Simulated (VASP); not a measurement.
Wanted: the native input for a VASP 6.6.1 run.

| Item | Value |
| --- | --- |
| Task | single point |
| Functional | PBEsol |
| Potentials or basis | VASP PAW PBE potentials, release 64 (P) |
| Cutoff | 520 eV |
| k mesh | 6 × 6 × 6 |
| Occupations | gaussian, width 0.1 eV |
| Spin | no spin polarisation |
| Dipole correction | no |
| Further INCAR settings | ALGO = Normal; EDIFF = 1e-07; NBANDS = 8 |

The structure of P lies in POSCAR:

```
P
1.0
    2.5646126181      0.0000000000      0.0000000000
   -1.2823063090      2.2210196781      0.0000000000
    0.0000000000      0.0000000000      2.4654027500
P
1
Direct
    0.0000000000      0.0000000000      0.0000000000
```

This isn't the form of P at room conditions, which is orthorhombic.

The input as run:

INCAR

```
SYSTEM = P
PREC = Accurate
ENCUT = 520
EDIFF = 1E-7
ISMEAR = 0
SIGMA = 0.1
LREAL = .False.
LASPH = .True.
NELM = 80
ALGO = Normal
ISIF = 2
LWAVE = .False.
LCHARG = .False.
GGA = PS
NBANDS = 8
```

KPOINTS

```
regular mesh
0
Gamma
  6 6 6
  0 0 0
```

Potentials or basis: VASP PAW PBE potentials, release 64 (P).

The run is started by

```bash
$ cat potpaw_PBE.64/P/POTCAR > POTCAR
$ mpirun -np 1 vasp_std > vasp.out
```

It gave:

```json
{
  "Pressure": "0.1 GPa",
  "Band gap on the k mesh": "zero (an odd number of electrons rules out a gap without spin polarisation)"
}
```

Caveat: the k points lie up to 0.47 Å⁻¹ apart, too coarse for converged energies and pressures of a metal; the PAW data sets were made with another functional, which shifts forces and pressure a little.

Wall time 3.9 s on 1 thread of Intel Xeon 8259CL, on a shared host, peak memory 0.11 GiB.
